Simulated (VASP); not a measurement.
Runs of VASP 6.6.1 on Tm3BF. The structure is that of space group P4/mmm (No. 123), or close to it. The cells are those of the table. The cell was built from a structure type or drawn by symmetry, and may not be a known phase.

| level | cell | k mesh | gap on the mesh (eV) | pressure (GPa) |
| --- | --- | --- | --- | --- |
| PBE | a = 4.908, b = 4.908, c = 5.029 Å, 5 atoms | 4 × 4 × 4 | none | (a) |
| PBE+D3(BJ) | a = 4.920, b = 4.920, c = 5.039 Å, 5 atoms | 8 × 8 × 8 | none | -1.0 |
| PBE | a = 4.920, b = 4.920, c = 5.039 Å, 5 atoms | 8 × 8 × 8 | none | 0.4 |
| PBE | a = 4.920, b = 4.920, c = 5.039 Å, 5 atoms | 8 × 8 × 8, shifted | none | 0.4 |

Alike in all rows: task single point; potentials or basis VASP PAW PBE potentials, release 64 (Tm_3, B, F), 4f in core; no spin polarisation; cutoff (eV) 600; smearing gaussian 0.1 eV.

Problem. Fill in the values left out.

Solution. (a) 0.7.

Caveats: spin-orbit coupling is left out, which moves the levels of the heavy elements; the 4f electrons are frozen in the core, so they carry no moment and show no levels; an odd number of electrons without spin polarisation forces a metal; a magnetic or distorted state may lie lower; the run has no spin polarisation, though such a crystal can be magnetic; three body term missing (at least some runs).

A k mesh can miss the band edges, and the runs leave out spin-orbit coupling on Tm.

A gap of «none» marks levels without a gap at the run's occupations.
